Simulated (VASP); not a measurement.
Runs of VASP 6.6.1 on CsBr. The structure is that of space group Pm-3m (No. 221), or close to it. The cells are those of the table. 

| task | cell | cutoff (eV) | gap on the mesh (eV) | pressure (GPa) |
| --- | --- | --- | --- | --- |
| electric field gradients | a = 3.544 Å, 2 atoms | 400 | (b) | 40.3 |
| single point | a = 3.648 Å, 2 atoms | 500 | 3.33 | 28.1 |
| electric field gradients | a = 4.326 Å, 2 atoms | 400 | 4.42 | 0.6 |
| electric field gradients | a = 3.648 Å, 2 atoms | 400 | 3.33 | 28.1 |
| single point | a = 4.326 Å, 2 atoms | 500 | 4.42 | 0.7 |
| relaxation of the atoms | atoms relaxed from a = 3.544 Å, 2 atoms | 450 | (a) | 40.4 |

Alike in all rows: level PBE; potentials or basis VASP PAW PBE potentials, release 64 (Cs_sv, Br); no spin polarisation; k mesh 7 × 7 × 7; smearing fermi-dirac 0.03 eV.

Task: Estimate the missing entries.

Result: (a) 2.77; (b) 2.76.

Caveats: spin-orbit coupling is left out, which moves the levels of the heavy elements; the relaxation stopped at its first step, so nothing moved (some runs).

A k mesh can miss the band edges, and the runs leave out spin-orbit coupling on Br, Cs.
